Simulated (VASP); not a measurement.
# Cu (Im-3m) in VASP: notebook

The runs below take Cu through single point, relaxation of cell and atoms, with LDA+U, LDA.

All numbers are computed with VASP 6.6.1; they aren't measurements. Logs are shortened: lines on timing, memory, paths and dates and some standing lists are left out, and cuts for length are marked.

## (1) The cell of the first run

It takes space group Im-3m (No. 229, cubic). Conventional cell: a = 2.422 Å, b = 2.422 Å, c = 2.422 Å, α = 90.00°, β = 90.00°, γ = 90.00°. Within 2.8 Å of Cu (site symmetry m-3m) lie 14 Cu at 2.10 to 2.42 Å.

## (2) Single point, LDA+U

File INCAR:

```
SYSTEM = Cu
ALGO = Normal ; EDIFF = 1E-6
ENCUT = 520 ; GGA = CA
ISIF = 2 ; ISMEAR = -1
LASPH = .TRUE. ; LCHARG = .FALSE.
LDAU = .TRUE. ; LDAUJ = 0
LDAUL = 2 ; LDAUPRINT = 1
LDAUTYPE = 2 ; LDAUU = 5
LMAXMIX = 4 ; LREAL = .FALSE.
LWAVE = .FALSE. ; NBANDS = 12
NELM = 150 ; PREC = Accurate
SIGMA = 0.08
```

File KPOINTS:

```
k-points
0
G
  19 19 19
  0 0 0
```

File POSCAR:

```
Cu
1.0
   -1.2111189581      1.2111189581      1.2111189581
    1.2111189581     -1.2111189581      1.2111189581
    1.2111189581      1.2111189581     -1.2111189581
Cu
1
Direct
    0.0000000000      0.0000000000      0.0000000000
```

Potentials or basis: VASP PAW LDA potentials, release 64 (Cu).

The run is started by

```console
$ cat potpaw_LDA.64/Cu/POTCAR > POTCAR
$ mpirun -np 1 vasp_std > vasp.out
```

OUTCAR:

```text
SYSTEM = Cu
   EDIFF = 1E-6
   ENCUT = 520
   GGA = CA
   ISIF = 2
   ISMEAR = -1
   LASPH = .TRUE.
   LREAL = .FALSE.
   NELM = 150
   PREC = Accurate

 ion  position               nearest neighbor table
   1  0.000  0.000  0.000-

  LATTYP: Found a body centered cubic cell.
 ALAT       =     2.4222379162

  Lattice vectors:

 A1 = (  -1.2111189581,   1.2111189581,   1.2111189581)
 A2 = (   1.2111189581,  -1.2111189581,   1.2111189581)
 A3 = (   1.2111189581,   1.2111189581,  -1.2111189581)

Analysis of symmetry for initial positions (statically):
=====================================================================
 Subroutine PRICEL returns:
 Original cell was already a primitive cell.

 Routine SETGRP: Setting up the symmetry group for a
 body centered cubic supercell.

 Subroutine GETGRP returns: Found 48 space group operations
 (whereof 48 operations were pure point group operations)
 out of a pool of 48 trial point group operations.

The static configuration has the point symmetry O_h .

Analysis of symmetry for dynamics (positions and initial velocities):
=====================================================================
 Subroutine PRICEL returns:
 Original cell was already a primitive cell.

 Routine SETGRP: Setting up the symmetry group for a
 body centered cubic supercell.

 Subroutine GETGRP returns: Found 48 space group operations
 (whereof 48 operations were pure point group operations)
 out of a pool of 48 trial point group operations.

The dynamic configuration has the point symmetry O_h .

 Subroutine INISYM returns: Found 48 space group operations
 (whereof 48 operations are pure point group operations),
 and found     1 'primitive' translations

----------------------------------------------------------------------------------------

                                     Primitive cell

  volume of cell :       7.1059

  direct lattice vectors                    reciprocal lattice vectors
    -1.211118958  1.211118958  1.211118958     0.000000000  0.412841362  0.412841362
     1.211118958 -1.211118958  1.211118958     0.412841362  0.000000000  0.412841362
     1.211118958  1.211118958 -1.211118958     0.412841362  0.412841362  0.000000000

  length of vectors
     2.097719569  2.097719569  2.097719569     0.583845853  0.583845853  0.583845853

  position of ions in fractional coordinates (direct lattice)
     0.000000000  0.000000000  0.000000000

  ion indices of the primitive-cell ions
   primitive index   ion index
                 1           1

----------------------------------------------------------------------------------------

 KPOINTS: k-points

Automatic generation of k-mesh.
 Grid dimensions read from file:
 generate k-points for:   19   19   19

 Generating k-lattice:

  Cartesian coordinates                     Fractional coordinates (reciprocal lattice)
     0.000000000  0.021728493  0.021728493     0.052631579  0.000000000  0.000000000
     0.021728493  0.000000000  0.021728493     0.000000000  0.052631579  0.000000000
     0.021728493  0.021728493  0.000000000     0.000000000  0.000000000  0.052631579

  Length of vectors
     0.030728729  0.030728729  0.030728729

  Shift w.r.t. Gamma in fractional coordinates (k-lattice)
     0.000000000  0.000000000  0.000000000

 Subroutine IBZKPT returns following result:
 ===========================================

 Found    220 irreducible k-points:

 Following reciprocal coordinates:
[... 37 lines left out ...]
   ICHARG =      2    charge: 1-file 2-atom 10-const
   ISPIN  =      1    spin polarized calculation?
   LNONCOLLINEAR =      F non collinear calculations
   LSORBIT =      F    spin-orbit coupling
   LASPH  =      T    aspherical Exc in radial PAW
   ENCUT  =  520.0 eV  38.22 Ry    6.18 a.u.   3.90  3.90  3.90*2*pi/ulx,y,z
   NELM   =    150;   NELMIN=  2; NELMDL= -5     # of ELM steps
   EDIFF  = 0.1E-05   stopping-criterion for ELM
   LREAL  =      F    real-space projection
   EDIFFG = 0.1E-04   stopping-criterion for IOM
   NSW    =      0    number of steps for IOM
   IBRION =     -1    ionic relax: 0-MD 1-quasi-New 2-CG
   NFREE  =      0    steps in history (QN), initial steepest desc. (CG)
   ISIF   =      2    stress and relaxation
   ISYM   =      2    0-nonsym 1-usesym 2-fastsym
   POTIM  = 0.5000    time-step for ionic-motion
   TEBEG  =    0.0;   TEEND  =   0.0 temperature during run
   PSTRESS=    0.0 pullay stress
   NELECT =      11.0000    total number of electrons
   NUPDOWN=      -1.0000    fix difference up-down
   EMIN   =  10.00;   EMAX   =-10.00  energy-range for DOS
   EFERMI =   0.00;   METHOD = LEGACY
   ISMEAR =    -1;   SIGMA  =   0.08  broadening in eV -4-tet -1-fermi 0-gaus
   EFERMI_NEDOS =   21; number of points for ismear=-14 and -15
   IALGO  =     38    algorithm
   IMIX   =      4    mixing-type and parameters
     AMIX     =   0.40;   BMIX     =  1.00
     AMIX_MAG =   1.60;   BMIX_MAG =  1.00
  volume/ion in A,a.u.               =       7.11        47.95
  Fermi-wavevector in a.u.,A,eV,Ry     =   1.893792  3.578748 48.796585  3.586448
  Thomas-Fermi vector in A             =   2.934405
   LORBIT       =      0    0 simple, 1 ext, 2 COOP (PROOUT), +10 PAW based schemes
 LDA+U is selected, type is set to LDAUTYPE =  2
   angular momentum for each species LDAUL =     2
   U (eV)           for each species LDAUU =   5.0
   J (eV)           for each species LDAUJ =   0.0
   GGA     = CA    functional components
   LHFCALC =     F    Hartree Fock is set to
   AEXX    =    0.0000 exact exchange contribution
   IVDW    =     0    specifies the selected vdW correction
   LEPSILON=     F    determine dielectric tensor
   LRPA    =     F    only Hartree local field effects (RPA)
 non-spin polarized calculation
  energy-cutoff  :      520.00
  volume of cell :        7.11
 maximum number of plane-waves:       202
   NGX =  7   NGY =  7   NGZ =  7

atom =   1  type =  1  l = 2

 onsite density matrix

spin component  1

  0.9557 -0.0000 -0.0000 -0.0000 -0.0000
 -0.0000  0.9557 -0.0000 -0.0000  0.0000
 -0.0000 -0.0000  0.9613 -0.0000 -0.0000
 -0.0000 -0.0000 -0.0000  0.9557 -0.0000
 -0.0000  0.0000 -0.0000 -0.0000  0.9613

spin component  2

  0.9557 -0.0000 -0.0000 -0.0000 -0.0000
 -0.0000  0.9557 -0.0000 -0.0000  0.0000
 -0.0000 -0.0000  0.9613 -0.0000 -0.0000
 -0.0000 -0.0000 -0.0000  0.9557 -0.0000
 -0.0000  0.0000 -0.0000 -0.0000  0.9613

 occupancies and eigenvectors

  o =  0.9557  v =  0.0000 -0.2706 -0.0000 -0.9627 -0.0000  0.0000  0.0000  0.0000  0.0000  0.0000      0.0000  0.0000  0.0000  0.0000  0.0000  0.0000  0.0000  0.0000  0.0000  0.0000
  o =  0.9557  v =  0.0000  0.0000  0.0000  0.0000  0.0000  0.0000 -0.2706 -0.0000 -0.9627 -0.0000      0.0000  0.0000  0.0000  0.0000  0.0000  0.0000  0.0000  0.0000  0.0000  0.0000
  o =  0.9557  v =  1.0000  0.0000  0.0000  0.0000  0.0000  0.0000  0.0000  0.0000  0.0000  0.0000      0.0000  0.0000  0.0000  0.0000  0.0000  0.0000  0.0000  0.0000  0.0000  0.0000
  o =  0.9557  v =  0.0000  0.0000  0.0000  0.0000  0.0000  1.0000  0.0000  0.0000  0.0000  0.0000      0.0000  0.0000  0.0000  0.0000  0.0000  0.0000  0.0000  0.0000  0.0000  0.0000
  o =  0.9557  v =  0.0000  0.0000  0.0000  0.0000  0.0000  0.0000 -0.9627 -0.0000  0.2706 -0.0000      0.0000  0.0000  0.0000  0.0000  0.0000  0.0000  0.0000  0.0000  0.0000  0.0000
  o =  0.9557  v =  0.0000 -0.9627 -0.0000  0.2706 -0.0000  0.0000  0.0000  0.0000  0.0000  0.0000      0.0000  0.0000  0.0000  0.0000  0.0000  0.0000  0.0000  0.0000  0.0000  0.0000
  o =  0.9613  v =  0.0000 -0.0000 -0.0124 -0.0000  0.9999  0.0000  0.0000  0.0000  0.0000  0.0000      0.0000  0.0000  0.0000  0.0000  0.0000  0.0000  0.0000  0.0000  0.0000  0.0000
  o =  0.9613  v =  0.0000  0.0000  0.0000  0.0000  0.0000  0.0000 -0.0000 -0.0124 -0.0000  0.9999      0.0000  0.0000  0.0000  0.0000  0.0000  0.0000  0.0000  0.0000  0.0000  0.0000
  o =  0.9613  v =  0.0000  0.0000 -0.9999  0.0000 -0.0124  0.0000  0.0000  0.0000  0.0000  0.0000      0.0000  0.0000  0.0000  0.0000  0.0000  0.0000  0.0000  0.0000  0.0000  0.0000
  o =  0.9613  v =  0.0000  0.0000  0.0000  0.0000  0.0000  0.0000  0.0000 -0.9999  0.0000 -0.0124      0.0000  0.0000  0.0000  0.0000  0.0000  0.0000  0.0000  0.0000  0.0000  0.0000

 number of electron      10.9999986 magnetization

 Free energy of the ion-electron system (eV)
  ---------------------------------------------------
  ext. energy  EPLUGINS =         0.00000000
  ---------------------------------------------------
  free energy    TOTEN  =        -1.63968703 eV

  energy without entropy =       -1.63662800  energy(sigma->0) =       -1.63815752

 E-fermi :  15.1536     XC(G=0): -16.3112

 val. band max:       15.0396242505   @ k =  -0.3684   0.3684   0.2105
 cond. band min:      15.2420083655   @ k =  -0.4737  -0.4737   0.0526
 fundamental gap:      0.2023841150
 Fermi energy:        15.1535609898

 k-point     1 :       0.0000    0.0000    0.0000
  band No.  band energies     occupation
      1       1.8507      2.00000
      2       8.3801      2.00000
      3       8.3801      2.00000
      4       8.3801      2.00000
      5      10.6122      2.00000
      6      10.6122      2.00000
      7      45.4450      0.00000
      8      45.4450      0.00000
      9      45.4450      0.00000
     10      51.5718      0.00000
     11      51.5718      0.00000
     12      52.7907      0.00000
[... 331 lines left out ...]
 k-point    24 :       0.3158    0.1053   -0.0000
  band No.  band energies     occupation
      1       5.4955      2.00000
      2       7.0651      2.00000
      3       9.4311      2.00000
      4      10.4157      2.00000
      5      11.0660      2.00000
      6      13.0359      2.00000
      7      27.0172      0.00000
      8      35.1629      0.00000
      9      40.6667      0.00000
     10      44.3711      0.00000
     11      51.6499      0.00000
     12      55.0318      0.00000

 [... further k-points ...]

------------------------ aborting loop because EDIFF is reached ----------------------------------------

  FORCE on cell =-STRESS in cart. coord.  units (eV):
  Direction    XX          YY          ZZ          XY          YZ          ZX
  --------------------------------------------------------------------------------------
  -------------------------------------------------------------------------------------
  Total        8.3748395      8.3748395      8.3748395     -0.0000000      0.0000000      0.0000000
  in kB     1888.2812356   1888.2812356   1888.2812356     -0.0000000      0.0000000      0.0000000
  external PRESSURE =    1888.2812356 kB  Pullay stress =       0.0000000 kB

 VOLUME and BASIS-vectors are now :
 -----------------------------------------------------------------------------
  energy-cutoff  :      520.00
  volume of cell :        7.11
      direct lattice vectors                 reciprocal lattice vectors
    -1.211118958  1.211118958  1.211118958     0.000000000  0.412841362  0.412841362
     1.211118958 -1.211118958  1.211118958     0.412841362  0.000000000  0.412841362
     1.211118958  1.211118958 -1.211118958     0.412841362  0.412841362  0.000000000

 POSITION                                       TOTAL-FORCE (eV/Angst)
 -----------------------------------------------------------------------------------
      0.00000      0.00000      0.00000         0.000000      0.000000     -0.000000
 -----------------------------------------------------------------------------------
    total drift:                                0.000000      0.000000     -0.000000

  FREE ENERGIE OF THE ION-ELECTRON SYSTEM (eV)
  ---------------------------------------------------
  free  energy   TOTEN  =        -1.6396870330 eV

  energy  without entropy=       -1.6366280033  energy(sigma->0) =       -1.63815752
```

It took 7.3 s on 1 thread of Intel Xeon 6975P-C, shared host; peak memory 0.12 GiB.

Results:

```yaml
Free_energy: -1.6397 eV
Pressure: 188.8 GPa
```

Eigenvalues of the final occupation matrices:
```csv
site,spin,trace,eigenvalues
site 1 d,1,4.79,0.96 0.96 0.96 0.96 0.96
site 1 d,2,4.79,0.96 0.96 0.96 0.96 0.96
```

Caveat: U without spin polarisation on a metal has little footing; the U is typed as a test and isn't derived for this compound.

## (3) Relaxation of cell and atoms, LDA

This run uses another cell than the first one, of 10.88 Å³/atom, 1.531 times its volume.

File INCAR:

```
ALGO = Normal
EDIFF = 1E-6
EDIFFG = -0.005
ENCUT = 600
GGA = CA
IBRION = 2
ISIF = 3
ISMEAR = -1
LASPH = True
LCHARG = False
LREAL = False
LWAVE = False
NELM = 100
NSW = 60
PREC = Accurate
SIGMA = 0.08
```

File KPOINTS:

```
k-points
0
Gamma
  19 19 19
```

File POSCAR:

```
Cu
1.0
   -1.3959919376      1.3959919376      1.3959919376
    1.3959919376     -1.3959919376      1.3959919376
    1.3959919376      1.3959919376     -1.3959919376
Cu
1
Direct
    0.0000000000      0.0000000000      0.0000000000
```

Potentials or basis: VASP PAW LDA potentials, release 64 (Cu).

The run is started by

```console
$ cat potpaw_LDA.64/Cu/POTCAR > POTCAR
$ mpirun -np 1 vasp_std > vasp.out
```

Wall time 34 s (1 thread of Intel Xeon 6975P-C, shared host); peak memory 0.15 GiB.

The run converged. Its results:

| Property | Result |
| --- | --- |
| Free energy | -4.6734 eV |
| Relaxed volume | 10.98 Å³/atom |
| Relaxed cell | a = 2.425 Å, b = 2.425 Å, c = 2.425 Å, α = 109.47°, β = 109.47°, γ = 109.47° |
| Space group after relaxing (to 0.05 Å) | Im-3m (No. 229) |
| Energy gained by relaxing | 0.6 meV/atom |
| Ionic steps | 5 |
| Pressure after relaxing | 0.1 GPa |

Step by step:
```tsv
step	energy change (eV)	largest force (eV/Å)	pressure (GPa)	volume (Å³)
1	0.0000	0.0000	1.78	10.88
2	-0.0002	0.0000	-1.40	11.07
3	-0.0006	0.0000	-0.11	10.99
4	-0.0006	0.0000	0.08	10.98
5	-0.0006	0.0000	0.07	10.98
```

Final structure:
```yaml
crystal:
  lattice:
    - [-1.40026, 1.40026, 1.40026]
    - [1.40026, -1.40026, 1.40026]
    - [1.40026, 1.40026, -1.40026]
  atoms:
    - { symbol: Cu, position: [0.00000, 0.00000, 0.00000] }
```

Levels at points of the mesh, in eV from the Fermi level:
| k point | band 2 | band 3 | band 4 | band 5 | band 6 | band 7 | band 8 | band 9 |
| --- | --- | --- | --- | --- | --- | --- | --- | --- |
| (0.00, 0.00, 0.00) | -3.38 | -3.38 | -3.38 | -2.23 | -2.23 | 25.84 | 25.84 | 25.84 |
